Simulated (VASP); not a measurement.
Mg3Zn5O8: single point with PBEsol

Crystal: Mg3Zn5O8.

```
O Zn Mg
1.0
     0.00000    8.49398    8.49398
     8.49398    0.00000    8.49398
     8.49398    8.49398    0.00000
O Zn Mg
64 40 24
Direct
  0.37462 0.12478 0.12503
  0.87282 0.12663 0.12575
  0.12283 0.37512 0.37716
  0.37672 0.62456 0.12353
  0.37493 0.12540 0.62718
  0.62601 0.37583 0.37441
  0.87483 0.62292 0.12501
  0.87534 0.12648 0.62417
  0.12452 0.87492 0.37820
  0.12617 0.37649 0.87353
  0.37511 0.62386 0.62268
  0.62493 0.87222 0.37745
  0.62464 0.37196 0.87762
  0.87606 0.62596 0.62153
  0.12488 0.87462 0.87521
  0.62268 0.87507 0.87442
  0.12249 0.37489 0.12490
  0.37405 0.12423 0.37577
  0.62791 0.37447 0.12269
  0.87556 0.12659 0.37388
  0.12483 0.87494 0.12556
  0.12493 0.37487 0.62512
  0.37665 0.62552 0.37651
  0.62428 0.87383 0.12583
  0.37465 0.12492 0.87216
  0.62501 0.37454 0.62509
  0.87488 0.62495 0.37769
  0.87289 0.12680 0.87492
  0.12547 0.87618 0.62206
  0.37578 0.62392 0.87593
  0.62477 0.87495 0.62499
  0.87494 0.62268 0.87691
  0.12307 0.12387 0.37626
  0.37627 0.37469 0.12345
  0.62554 0.12628 0.37436
  0.87340 0.37672 0.12683
  0.12335 0.62452 0.37748
  0.37602 0.87369 0.12675
  0.12550 0.12621 0.87447
  0.37366 0.37617 0.62644
  0.62228 0.62413 0.37516
  0.87496 0.87445 0.12521
  0.62465 0.12706 0.87495
  0.87579 0.37369 0.62360
  0.12477 0.62250 0.87505
  0.37448 0.87447 0.62292
  0.62379 0.62347 0.87901
  0.87658 0.87507 0.62333
  0.12519 0.12473 0.12741
  0.62443 0.12602 0.12377
  0.12486 0.62482 0.12526
  0.12520 0.12452 0.62260
  0.37519 0.37504 0.37482
  0.62473 0.62546 0.12508
  0.62406 0.12366 0.62587
  0.87607 0.37414 0.37355
  0.12603 0.62642 0.62401
  0.37363 0.87337 0.37634
  0.37469 0.37485 0.87525
  0.62466 0.62691 0.62315
  0.87477 0.87286 0.37749
  0.87305 0.37516 0.87680
  0.37710 0.87508 0.87525
  0.87453 0.87469 0.87509
  0.99920 0.00230 0.99937
  0.49981 0.00148 0.99825
  0.24779 0.25154 0.25032
  0.49970 0.00166 0.50011
  0.24983 0.74821 0.25211
  0.75107 0.74751 0.25072
  0.24980 0.74843 0.75004
  0.75116 0.74795 0.75020
  0.99907 0.99869 0.25112
  0.25072 0.24903 0.99898
  0.50066 0.99870 0.25124
  0.99917 0.50101 0.25082
  0.25034 0.75111 0.99919
  0.00014 0.99975 0.75030
  0.25090 0.24893 0.50094
  0.50031 0.50008 0.24938
  0.74880 0.75095 0.99898
  0.74941 0.24882 0.50094
  0.99906 0.50061 0.74912
  0.50061 0.50037 0.74985
  0.00030 0.25091 0.00107
  0.74902 0.99865 0.25086
  0.99988 0.74867 0.00013
  0.24983 0.50008 0.25008
  0.25052 0.99873 0.74957
  0.49959 0.25155 0.50013
  0.74970 0.99972 0.75039
  0.74873 0.50010 0.74988
  0.24957 0.99985 0.00172
  0.74917 0.99865 0.00130
  0.24888 0.49907 0.00128
  0.50006 0.24987 0.24972
  0.75057 0.00053 0.49925
  0.99996 0.75017 0.24977
  0.99980 0.24954 0.75039
  0.25088 0.50097 0.49916
  0.49960 0.24959 0.75050
  0.75021 0.49977 0.49841
  0.99995 0.75025 0.74978
  0.49946 0.74997 0.75049
  0.00022 0.49932 0.99963
  0.99744 0.00119 0.50109
  0.50031 0.49873 0.00018
  0.74935 0.25026 0.25084
  0.00031 0.49818 0.50149
  0.24833 0.25162 0.74966
  0.50081 0.49675 0.50123
  0.74970 0.25094 0.74878
  0.75081 0.24862 0.00021
  0.50086 0.99919 0.74877
  0.24952 0.74973 0.50048
  0.74875 0.75094 0.50088
  0.25069 0.99949 0.24995
  0.49758 0.24904 0.00097
  0.99996 0.25025 0.49890
  0.49910 0.75040 0.00131
  0.74948 0.50096 0.25086
  0.00108 0.74991 0.50014
  0.25057 0.50050 0.74997
  0.49939 0.74901 0.50020
  0.00027 0.25005 0.24961
  0.25012 0.00024 0.49935
  0.75014 0.50013 0.00045
  0.50022 0.75033 0.24950
```

```yaml
Program: VASP 6.6.1
Task: single point
Functional: PBEsol
Potentials_or_basis: VASP PAW PBE potentials, release 64 (O, Zn, Mg)
Cutoff: 700 eV
k_mesh: 1 × 1 × 1, shifted
Occupations: fermi-dirac, width 0.05 eV
Spin: no spin polarisation
```

| Quantity | Value |
| --- | --- |
| Pressure | 0.4 GPa |
| Largest force | 0.078 eV/Å |
| Band gap on the k mesh | 2.86 eV |

Forces on the atoms (eV/Å):
```
O    0.003  0.006  0.004
O    0.049 -0.045 -0.001
O    0.049  0.004 -0.044
O   -0.045 -0.002  0.048
O    0.048  0.049  0.000
O    0.002 -0.001  0.047
O   -0.048 -0.005 -0.048
O    0.002  0.002  0.043
O    0.040  0.045 -0.001
O    0.000 -0.004  0.052
O   -0.046 -0.041  0.001
O    0.002  0.047 -0.046
O    0.000  0.043 -0.043
O   -0.045 -0.043  0.041
O    0.003 -0.001  0.004
O   -0.002 -0.047 -0.045
O   -0.002 -0.048 -0.046
O   -0.002 -0.003 -0.047
O   -0.043 -0.001  0.045
O   -0.003 -0.001  0.050
O   -0.008 -0.003  0.004
O    0.001  0.000  0.007
O    0.039  0.046  0.048
O    0.000 -0.001 -0.049
O   -0.047 -0.047 -0.002
O    0.006 -0.002  0.006
O    0.046  0.047  0.001
O    0.046 -0.050 -0.004
O   -0.043 -0.046  0.041
O    0.000  0.047 -0.002
O    0.000  0.008  0.004
O    0.000  0.046 -0.046
O   -0.003  0.001 -0.047
O   -0.047  0.002  0.044
O    0.001  0.001  0.050
O    0.045 -0.003  0.001
O    0.047 -0.002 -0.047
O   -0.002  0.052 -0.001
O    0.000  0.002  0.049
O    0.050 -0.001 -0.001
O    0.001 -0.046 -0.047
O    0.000  0.000  0.005
O    0.046  0.001  0.047
O   -0.046  0.001 -0.001
O   -0.046 -0.001 -0.046
O   -0.049 -0.045  0.001
O    0.043  0.046 -0.045
O   -0.048  0.002  0.043
O    0.048  0.048 -0.005
O    0.001 -0.047  0.041
O   -0.001 -0.002  0.007
O   -0.044 -0.044 -0.001
O    0.004 -0.003 -0.001
O   -0.004  0.001 -0.004
O   -0.001  0.000 -0.052
O   -0.048 -0.001 -0.004
O   -0.003  0.001  0.047
O    0.002 -0.001 -0.047
O    0.000  0.000  0.008
O    0.000 -0.049  0.048
O   -0.001  0.046 -0.048
O    0.049 -0.002 -0.048
O    0.001  0.046  0.048
O    0.000 -0.001  0.000
Zn   0.003 -0.003  0.000
Zn   0.001  0.000 -0.003
Zn  -0.003  0.000 -0.011
Zn  -0.004  0.000 -0.006
Zn   0.005  0.004  0.003
Zn   0.000  0.002 -0.007
Zn  -0.005 -0.003  0.000
Zn  -0.002 -0.004 -0.002
Zn   0.008  0.003  0.005
Zn   0.003 -0.002 -0.001
Zn   0.002 -0.003 -0.006
Zn  -0.003  0.000 -0.007
Zn  -0.002  0.004  0.000
Zn  -0.002 -0.012  0.006
Zn   0.001 -0.005 -0.004
Zn  -0.001  0.007  0.003
Zn   0.000  0.002 -0.005
Zn  -0.001  0.000  0.009
Zn  -0.002  0.003  0.002
Zn  -0.004 -0.003 -0.006
Zn   0.007  0.000 -0.001
Zn   0.003  0.000  0.001
Zn   0.001  0.000 -0.002
Zn   0.000  0.000 -0.006
Zn   0.001 -0.002  0.006
Zn   0.002  0.002 -0.002
Zn   0.001 -0.003  0.009
Zn  -0.002  0.002 -0.002
Zn  -0.002  0.001  0.003
Zn   0.004 -0.005  0.005
Zn  -0.004  0.000 -0.003
Zn   0.000 -0.002  0.004
Zn   0.000  0.002 -0.002
Zn   0.003  0.004 -0.005
Zn  -0.003 -0.008  0.003
Zn   0.002  0.002 -0.004
Zn   0.001 -0.001  0.004
Zn  -0.003  0.001 -0.001
Zn  -0.004  0.001 -0.001
Zn  -0.004  0.000  0.006
Mg  -0.002  0.003 -0.001
Mg   0.002  0.000  0.005
Mg  -0.004  0.002 -0.002
Mg   0.000  0.001 -0.001
Mg  -0.002  0.002 -0.002
Mg  -0.001 -0.001  0.002
Mg  -0.001  0.002 -0.001
Mg   0.000  0.001  0.001
Mg   0.000  0.000  0.000
Mg   0.000 -0.002  0.001
Mg   0.004  0.000  0.003
Mg   0.001 -0.002  0.001
Mg   0.004  0.000  0.000
Mg   0.002  0.001  0.000
Mg  -0.003 -0.002 -0.002
Mg   0.003  0.000 -0.001
Mg   0.002  0.003  0.000
Mg   0.000  0.001  0.003
Mg   0.000  0.002  0.001
Mg  -0.001  0.000 -0.002
Mg   0.001  0.002 -0.001
Mg  -0.001 -0.002  0.000
Mg   0.000  0.003 -0.003
Mg   0.000  0.001 -0.001
```

Stress tensor (GPa, compression positive):
```
 0.37 -0.29 -0.16
-0.29  0.35 -0.19
-0.16 -0.19  0.34
```

Levels at points of the mesh, in eV from the valence-band top:
```
           k point  band 452  band 453  band 454  band 455  band 456  band 457  band 458  band 459  band 460  band 461
(0.50, 0.50, 0.50)     -0.14     -0.12     -0.07     -0.04      0.00      2.86      3.05      4.46      4.58      4.64
```

Wall time 21 min on 4 MPI ranks on Intel(R) Xeon(R) Platinum 8488C (Sapphire Rapids), on a shared host, peak memory 1 GiB a rank.

Caveat: the PAW data sets were made with another functional, which shifts forces and pressure a little; a shifted mesh leaves out Γ, where band edges can lie. A k mesh can miss the band edges.
